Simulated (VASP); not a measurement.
# Ir (P6/mmm) in VASP: further runs

The runs below take Ir through relaxation of cell and atoms, with LDA.

Program: VASP 6.6.1. These are calculated values, not measurements. Logs are shortened: lines on timing, memory, paths and dates and some standing lists are left out, and cuts for length are marked.

### Step 1. The cell of the first run

The structure is hexagonal, space group P6/mmm (No. 191). The conventional cell has a = 2.493 Å, b = 2.493 Å, c = 2.344 Å, α = 90.00°, β = 90.00°, γ = 120.00°. Ir (site symmetry 6/mmm) has 8 Ir at 2.34 to 2.49 Å within 3.1 Å.

This isn't the form of Ir at room conditions, which is fcc.

### Step 2. Relaxation of cell and atoms, LDA, target pressure 68 GPa, at which the enthalpy is minimised

File INCAR:

```
PREC = Accurate
ENCUT = 600
EDIFF = 1E-6
ISMEAR = -1
SIGMA = 0.08
LREAL = False
LASPH = True
NELM = 80
ALGO = Normal
ISIF = 3
LWAVE = False
LCHARG = False
GGA = CA
IBRION = 2
NSW = 60
EDIFFG = -0.005
PSTRESS = 680.0
```

File KPOINTS:

```
regular mesh
0
Gamma
  18 18 16
```

File POSCAR:

```
Ir
1.0
    2.4932417990      0.0000000000      0.0000000000
   -1.2466208995      2.1592107357      0.0000000000
    0.0000000000      0.0000000000      2.3436472910
Ir
1
Direct
    0.0000000000      0.0000000000      0.0000000000
```

Potentials or basis: VASP PAW LDA potentials, release 64 (Ir).

Run with:

```console
> cat potpaw_LDA.64/Ir/POTCAR > POTCAR
> mpirun -np 1 vasp_std > vasp.out
```

OUTCAR:

```text
PREC = Accurate
   ENCUT = 600
   EDIFF = 1E-6
   ISMEAR = -1
   LREAL = False
   LASPH = True
   NELM = 80
   ISIF = 3
   GGA = CA
   IBRION = 2
   NSW = 60
   EDIFFG = -0.005
   PSTRESS = 680.0

 ion  position               nearest neighbor table
   1  0.000  0.000  0.000-

  LATTYP: Found a hexagonal cell.
 ALAT       =     2.4932417990
 C/A-ratio  =     0.9400000000

  Lattice vectors:

 A1 = (   2.4932417990,   0.0000000000,   0.0000000000)
 A2 = (  -1.2466208995,   2.1592107357,   0.0000000000)
 A3 = (   0.0000000000,   0.0000000000,   2.3436472910)

Analysis of symmetry for initial positions (statically):
=====================================================================
 Subroutine PRICEL returns:
 Original cell was already a primitive cell.

 Routine SETGRP: Setting up the symmetry group for a
 hexagonal supercell.

 Subroutine GETGRP returns: Found 24 space group operations
 (whereof 24 operations were pure point group operations)
 out of a pool of 24 trial point group operations.

The static configuration has the point symmetry D_6h.

Analysis of symmetry for dynamics (positions and initial velocities):
=====================================================================
 Subroutine PRICEL returns:
 Original cell was already a primitive cell.

 Routine SETGRP: Setting up the symmetry group for a
 hexagonal supercell.

 Subroutine GETGRP returns: Found 24 space group operations
 (whereof 24 operations were pure point group operations)
 out of a pool of 24 trial point group operations.

The dynamic configuration has the point symmetry D_6h.

 Subroutine INISYM returns: Found 24 space group operations
 (whereof 24 operations are pure point group operations),
 and found     1 'primitive' translations

----------------------------------------------------------------------------------------

                                     Primitive cell

  volume of cell :      12.6169

  direct lattice vectors                    reciprocal lattice vectors
     2.493241799  0.000000000  0.000000000     0.401084243  0.231566096  0.000000000
    -1.246620900  2.159210736  0.000000000     0.000000000  0.463132192  0.000000000
     0.000000000  0.000000000  2.343647291     0.000000000  0.000000000  0.426685365

  length of vectors
     2.493241799  2.493241799  2.343647291     0.463132192  0.463132192  0.426685365

  position of ions in fractional coordinates (direct lattice)
     0.000000000  0.000000000  0.000000000

  ion indices of the primitive-cell ions
   primitive index   ion index
                 1           1

----------------------------------------------------------------------------------------

 KPOINTS: regular mesh

Automatic generation of k-mesh.
 Grid dimensions read from file:
 generate k-points for:   18   18   16

 Generating k-lattice:

  Cartesian coordinates                     Fractional coordinates (reciprocal lattice)
     0.022282458  0.012864783  0.000000000     0.055555556 -0.000000000  0.000000000
     0.000000000  0.025729566  0.000000000     0.000000000  0.055555556  0.000000000
     0.000000000  0.000000000  0.026667835     0.000000000  0.000000000  0.062500000

  Length of vectors
     0.025729566  0.025729566  0.026667835

  Shift w.r.t. Gamma in fractional coordinates (k-lattice)
     0.000000000  0.000000000  0.000000000

 Subroutine IBZKPT returns following result:
 ===========================================

 Found    333 irreducible k-points:

 Following reciprocal coordinates:
            Coordinates               Weight
  0.000000  0.000000  0.000000      1.000000
  0.055556 -0.000000  0.000000      6.000000
  0.111111 -0.000000  0.000000      6.000000
  0.166667  0.000000  0.000000      6.000000
  0.222222  0.000000  0.000000      6.000000
  0.277778 -0.000000  0.000000      6.000000
[... 16 lines left out ...]
  0.333333  0.111111  0.000000     12.000000
  0.388889  0.111111  0.000000     12.000000
 [... further k-points ...]
   k-points           NKPTS =    333   k-points in BZ     NKDIM =    333   number of bands    NBANDS=      8
   number of dos      NEDOS =    301   number of ions     NIONS =      1
   total plane-waves  NPLWV =   8000
   dimension x,y,z NGX =    20 NGY =   20 NGZ =   20
   dimension x,y,z NGXF=    40 NGYF=   40 NGZF=   40
   ions per type =               1
   NGX,Y,Z   is equivalent  to a cutoff of  13.34, 13.34, 14.19 a.u.
   NGXF,Y,Z  is equivalent  to a cutoff of  26.67, 26.67, 28.37 a.u.
 SYSTEM =  unknown system
   PREC   = accura    normal or accurate (medium, high low for compatibility)
   ISTART =      0    job   : 0-new  1-cont  2-samecut
   ICHARG =      2    charge: 1-file 2-atom 10-const
   ISPIN  =      1    spin polarized calculation?
   LNONCOLLINEAR =      F non collinear calculations
   LSORBIT =      F    spin-orbit coupling
   LASPH  =      T    aspherical Exc in radial PAW
   ENCUT  =  600.0 eV  44.10 Ry    6.64 a.u.   4.98  4.98  4.68*2*pi/ulx,y,z
   NELM   =     80;   NELMIN=  2; NELMDL= -5     # of ELM steps
   EDIFF  = 0.1E-05   stopping-criterion for ELM
   LREAL  =      F    real-space projection
   EDIFFG = -.5E-02   stopping-criterion for IOM
   NSW    =     60    number of steps for IOM
   IBRION =      2    ionic relax: 0-MD 1-quasi-New 2-CG
   NFREE  =      1    steps in history (QN), initial steepest desc. (CG)
   ISIF   =      3    stress and relaxation
   ISYM   =      2    0-nonsym 1-usesym 2-fastsym
   POTIM  = 0.5000    time-step for ionic-motion
   TEBEG  =    0.0;   TEEND  =   0.0 temperature during run
   PSTRESS=  680.0 pullay stress
   NELECT =       9.0000    total number of electrons
   NUPDOWN=      -1.0000    fix difference up-down
   EMIN   =  10.00;   EMAX   =-10.00  energy-range for DOS
   EFERMI =   0.00;   METHOD = LEGACY
   ISMEAR =    -1;   SIGMA  =   0.08  broadening in eV -4-tet -1-fermi 0-gaus
   EFERMI_NEDOS =   21; number of points for ismear=-14 and -15
   IALGO  =     38    algorithm
   IMIX   =      4    mixing-type and parameters
     AMIX     =   0.40;   BMIX     =  1.00
     AMIX_MAG =   1.60;   BMIX_MAG =  1.00
  volume/ion in A,a.u.               =      12.62        85.14
  Fermi-wavevector in a.u.,A,eV,Ry     =   1.462756  2.764207 29.111760  2.139654
  Thomas-Fermi vector in A             =   2.578931
   LORBIT       =      0    0 simple, 1 ext, 2 COOP (PROOUT), +10 PAW based schemes
   GGA     = CA    functional components
   LHFCALC =     F    Hartree Fock is set to
   AEXX    =    0.0000 exact exchange contribution
   IVDW    =     0    specifies the selected vdW correction
   LEPSILON=     F    determine dielectric tensor
   LRPA    =     F    only Hartree local field effects (RPA)
 conjugate gradient relaxation of ions
 non-spin polarized calculation
  energy-cutoff  :      600.00
  volume of cell :       12.62
 maximum number of plane-waves:       438
 NGX is ok and might be reduce to    20
   NGX =  9   NGY =  9   NGZ =  9

--------------------------------------- Ionic step        1  -------------------------------------------

 number of electron       8.9999999 magnetization

 Free energy of the ion-electron system (eV)
  ---------------------------------------------------
  ext. energy  EPLUGINS =         0.00000000
  ---------------------------------------------------
  free energy    TOTEN  =        -9.05695607 eV

  energy without entropy =       -9.04099667  energy(sigma->0) =       -9.04897637

------------------------ aborting loop because EDIFF is reached ----------------------------------------

  FORCE on cell =-STRESS in cart. coord.  units (eV):
  Direction    XX          YY          ZZ          XY          YZ          ZX
  --------------------------------------------------------------------------------------
  -------------------------------------------------------------------------------------
  Total        6.8651914      6.8651914      9.2611308     -0.0000000      0.0000000     -0.0000000
  in kB      871.7893297    871.7893297   1176.0422277     -0.0000000      0.0000000     -0.0000000
  external PRESSURE =     293.2069624 kB  Pullay stress =     680.0000000 kB
[... 22 lines left out ...]
  enthalpy is  TOTEN    =        -3.7020727413 eV   P V=        5.3548833316

--------------------------------------- Ionic step        2  -------------------------------------------

 number of electron       9.0000001 magnetization

 E-fermi :   6.8776     XC(G=0): -12.9061

 val. band max:        6.8759181255   @ k =   0.3333  -0.0000   0.1875
 cond. band min:       6.8825727911   @ k =   0.3333  -0.0000   0.3125
 fundamental gap:      0.0066546656
 Fermi energy:         6.8776271001

 k-point     1 :       0.0000    0.0000    0.0000
  band No.  band energies     occupation
      1      -2.0208      2.00000
      2       1.6424      2.00000
      3       4.1593      2.00000
      4       4.1593      2.00000
      5       8.0319      0.00000
      6       8.0319      0.00000
      7      19.3980      0.00000
      8      22.7754      0.00000
[... 318 lines left out ...]
  FREE ENERGIE OF THE ION-ELECTRON SYSTEM (eV)
  ---------------------------------------------------
  free  energy   TOTEN  =        -9.4217047252 eV

  energy  without entropy=       -9.4048715497  energy(sigma->0) =       -9.41328814

  enthalpy is  TOTEN    =        -3.7639560166 eV   P V=        5.6577487086

[... ionic steps 4 to 12 ...]

--------------------------------------- Ionic step       13  -------------------------------------------

 number of electron       9.0000000 magnetization

------------------------ aborting loop because EDIFF is reached ----------------------------------------

  FORCE on cell =-STRESS in cart. coord.  units (eV):
  Direction    XX          YY          ZZ          XY          YZ          ZX
  --------------------------------------------------------------------------------------
  -------------------------------------------------------------------------------------
  Total        5.5774864      5.5774864      5.5972873     -0.0000000      0.0000000      0.0000000
  in kB      678.6813505    678.6813505    681.0907658     -0.0000000      0.0000000      0.0000000
  external PRESSURE =      -0.5155111 kB  Pullay stress =     680.0000000 kB
[... 59 lines left out ...]
  enthalpy is  TOTEN    =        -3.7696359313 eV   P V=        5.5877555665

--------------------------------------- Ionic step       15  -------------------------------------------

 number of electron       9.0000000 magnetization

 Free energy of the ion-electron system (eV)
  ---------------------------------------------------
  ext. energy  EPLUGINS =         0.00000000
  ---------------------------------------------------
  free energy    TOTEN  =        -9.35734361 eV

  energy without entropy =       -9.34086836  energy(sigma->0) =       -9.34910598

 E-fermi :  11.2468     XC(G=0): -14.4633

 val. band max:       11.2450664560   @ k =   0.0556   0.0556   0.2500
 cond. band min:      11.2482027597   @ k =   0.2222   0.0000   0.0000
 fundamental gap:      0.0031363037
 Fermi energy:        11.2468414919

 k-point     1 :       0.0000    0.0000    0.0000
  band No.  band energies     occupation
      1      -0.1584      2.00000
      2       3.3502      2.00000
      3       7.2578      2.00000
      4       7.2578      2.00000
      5      13.2968      0.00000
      6      13.2968      0.00000
      7      26.3592      0.00000
      8      27.4873      0.00000
[... 281 lines left out ...]
  FREE ENERGIE OF THE ION-ELECTRON SYSTEM (eV)
  ---------------------------------------------------
  free  energy   TOTEN  =        -9.3573436062 eV

  energy  without entropy=       -9.3408683566  energy(sigma->0) =       -9.34910598

  enthalpy is  TOTEN    =        -3.7696359304 eV   P V=        5.5877076757

 reached required accuracy - stopping structural energy minimisation
```

Run time: 1.7 min. Hardware: 1 thread of Intel Xeon Platinum 8488C (Sapphire Rapids), shared host; peak memory 0.16 GiB.

What came out:

```
Free energy                                                : -9.3573 eV
Relaxed volume                                             : 13.17 Å³/atom
Relaxed cell                                               : a = 2.507 Å, b = 2.507 Å, c = 2.418 Å, α = 90.00°, β = 90.00°, γ = 120.00°
Space group after relaxing (to 0.1 Å)                      : P6/mmm (No. 191)
Energy change on relaxing (the run minimises the enthalpy) : -300.4 meV/atom
Ionic steps                                                : 15
Pressure after relaxing                                    : 68.0 GPa
Band gap on the k mesh                                     : zero (an odd number of electrons rules out a gap without spin polarisation)
```

The path:
```csv
step,energy change (eV),largest force (eV/Å),pressure (GPa),volume (Å³)
1,0.0000,0.0000,97.32,12.62
2,-0.4328,0.0000,-27.36,17.26
3,-0.3647,0.0000,60.01,13.33
4,-0.3203,0.0000,65.06,13.22
5,-0.3152,0.0000,65.63,13.21
6,-0.1979,0.0000,78.72,13.00
7,-0.2969,0.0000,68.42,13.16
8,-0.2964,0.0000,68.48,13.16
9,-0.3165,0.0000,66.22,13.20
10,-0.3005,0.0000,68.00,13.17
11,-0.3002,0.0000,68.03,13.17
12,-0.3002,0.0000,68.05,13.16
13,-0.3010,0.0000,67.95,13.17
14,-0.3004,0.0000,68.03,13.17
15,-0.3004,0.0000,68.02,13.17
```

Final structure:
```
Ir
1.0
     2.50730    0.00000    0.00000
    -1.25365    2.17138    0.00000
     0.00000    0.00000    2.41820
Ir
1
Direct
  0.00000 0.00000 0.00000
```

Caveat: the cell is relaxed towards a set pressure, so the run minimises the enthalpy, not the energy; spin-orbit coupling is left out, which moves the levels of the heavy elements.

[end of part 1 of 2]
